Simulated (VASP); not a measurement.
Input of a VASP 6.6.1 run:

Contents of INCAR:

```
  PREC = Accurate
  ENCUT = 520
  EDIFF = 1E-6
  ISMEAR = 0
  SIGMA = 0.05
  LREAL = False
  LASPH = True
  NELM = 100
  ALGO = Normal
  ISIF = 2
  LWAVE = False
  LCHARG = False
  GGA = PE
  NBANDS = 28
```

KPOINTS

```
Automatic mesh
0
Gamma
  8 8 8
```

POSCAR

```
BaTiO3
1.0
    4.0192501416      0.0000000000      0.0000000000
    0.0000000000      4.0192501416      0.0200962507
    0.0000000000      0.0200962507      4.0192501416
Ba Ti O
1 1 3
Direct
    0.5000000000      0.5000000000      0.5000000000
    0.0000000000      0.0000000000      0.0000000000
    0.5000000000      0.0000000000      0.0000000000
    0.0000000000      0.5000000000      0.0000000000
    0.0000000000      0.0000000000      0.5000000000
```

Potentials or basis: VASP PAW PBE potentials, release 64 (Ba_sv, Ti_sv, O).

Launch:

```bash
$ cat potpaw_PBE.64/Ba_sv/POTCAR potpaw_PBE.64/Ti_sv/POTCAR potpaw_PBE.64/O/POTCAR > POTCAR
$ mpirun -np 1 vasp_std > vasp.out
```

Problem. Estimate the band gap on the k mesh.

Solution. 1.70 eV (least direct gap 1.83 eV).

Problem. Predict the pressure.

Solution. 1.7 GPa.

Stress tensor (GPa, compression positive):
```
 1.71  0.00  0.00
 0.00  1.72 -1.23
 0.00 -1.23  1.72
```

Caveat: the cell differs from its parent crystal (strain +0.0100 x Voigt [0, 0, 0, 1, 0, 0]); spin-orbit coupling is left out, which moves the levels of the heavy elements. A k mesh can miss the band edges.
